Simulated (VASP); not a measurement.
A run of VASP 6.6.1:

The input INCAR:

```
ALGO     = Normal         # electronic algorithm
EDIFF    = 1E-7           # SCF threshold, eV
ENCUT    = 520            # plane-wave cutoff, eV
ISIF     = 2              # what is computed and relaxed
ISMEAR   = -1             # smearing method
LASPH    = T              # aspherical terms in the spheres
LCHARG   = T              # write CHGCAR
LELF     = T              # ELF
LREAL    = F              # projectors in reciprocal space
LVHAR    = T            
LWAVE    = F              # write WAVECAR
NBANDS   = 28             # bands
NELM     = 100            # most SCF steps
PREC     = Accurate       # precision mode
SIGMA    = 0.05           # smearing width, eV
```

KPOINTS

```
k-points
0
Gamma
  7 7 6
```

POSCAR

```
PbS
1.0
    2.0518417802     -5.9103234677      0.0000000000
    2.0518417802      5.9103234677      0.0000000000
    0.0000000000      0.0000000000      4.2214851889
Pb S
2 2
Direct
    0.1305633500      0.8694366500      0.2500000000
    0.8694366500      0.1305633500      0.7500000000
    0.3547970900      0.6452029100      0.2500000000
    0.6452029100      0.3547970900      0.7500000000
```

Potentials or basis: VASP PAW LDA potentials, release 64 (Pb_d, S).

Command:

```sh
$ cat potpaw_LDA.64/Pb_d/POTCAR potpaw_LDA.64/S/POTCAR > POTCAR
$ mpirun -np 1 vasp_std > vasp.out
```

Hardware: 1 thread of Intel(R) Xeon(R) Platinum 8259CL CPU @ 2.50GHz (Skylake/Cascade Lake), on a shared host.

Problem. Estimate the wall time of this run.

Solution. Wall time 2.8 min on 1 thread of Intel(R) Xeon(R) Platinum 8259CL CPU @ 2.50GHz (Skylake/Cascade Lake), on a shared host, peak memory 0.3 GiB. Counts: scf iterations 15, k points 64.
